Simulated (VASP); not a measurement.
Runs of VASP 6.6.1 on Ti2In. The structure is that of space group Fm-3m (No. 225), or close to it. The cells are those of the table. The cell was built from a structure type or drawn by symmetry, and may not be a known phase.

| task | spin | cell | k mesh | cutoff (eV) | gap on the mesh (eV) | pressure (GPa) | moment (μB) | relaxed volume (Å³/atom) |
| --- | --- | --- | --- | --- | --- | --- | --- | --- |
| relaxation of cell and atoms | off | relaxed from a = 4.482 Å, angles 60.0°, 3 atoms | 6 × 6 × 6 | 600 | none | 0.1 | - | 22.24 |
| single point | off | a = 4.560 Å, angles 60.0°, 3 atoms | 6 × 6 × 6 | 520 | none | -0.3 | - | - |
| relaxation of cell and atoms | collinear | relaxed from a = 4.560 Å, angles 60.0°, 3 atoms | 12 × 12 × 12 | 600 | none | -0.1 | 0.78 | (a) |
| single point | collinear | a = 4.560 Å, angles 60.0°, 3 atoms | 6 × 6 × 6 | 520 | none | (b) | 0.73 | - |

Alike in all rows: level PBE; potentials or basis VASP PAW PBE potentials, release 64 (Ti_sv, In_d); smearing gaussian 0.1 eV.

**Question.** Estimate the missing entries.

**Answer.** (a) 22.38; (b) 0.0.

Caveats: spin-orbit coupling is left out, which moves the levels of the heavy elements.

A k mesh can miss the band edges, and the runs leave out spin-orbit coupling on In.

A gap of «none» marks levels without a gap at the run's occupations.
